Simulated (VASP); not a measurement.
Tl, 1 atom in the cell. Symmetry: Fm-3m, No. 225, cubic system. Conventional cell: a = 5.212 Å, b = 5.212 Å, c = 5.212 Å, α = 90.00°, β = 90.00°, γ = 90.00°. Tl (site symmetry m-3m) has 12 Tl at 3.69 Å within 4.8 Å. 

```yaml
Program: VASP 6.6.1
Task: single point
Functional: BLYP
Potentials_or_basis: VASP PAW PBE potentials, release 64 (Tl_d)
Cutoff: 520 eV
k_mesh: 12 × 12 × 12
Occupations: fermi-dirac, width 0.1 eV
Spin: no spin polarisation
Dipole_correction: no
Further_INCAR_settings: ALGO = Normal; EDIFF = 1e-06; NBANDS = 12
```

Potentials or basis: VASP PAW PBE potentials, release 64 (Tl_d).

Command:

```console
$ cat potpaw_PBE.64/Tl_d/POTCAR > POTCAR
$ mpirun -np 1 vasp_std > vasp.out
```

Hardware: 1 thread of Intel(R) Xeon(R) Platinum 8488C (Sapphire Rapids), with other jobs on the host.

Problem. How long does it take, and how much memory?

Solution. It took 18 s on 1 thread of Intel(R) Xeon(R) Platinum 8488C (Sapphire Rapids), on a shared host, peak memory 0.16 GiB. Counts: scf iterations 11, k points 72.
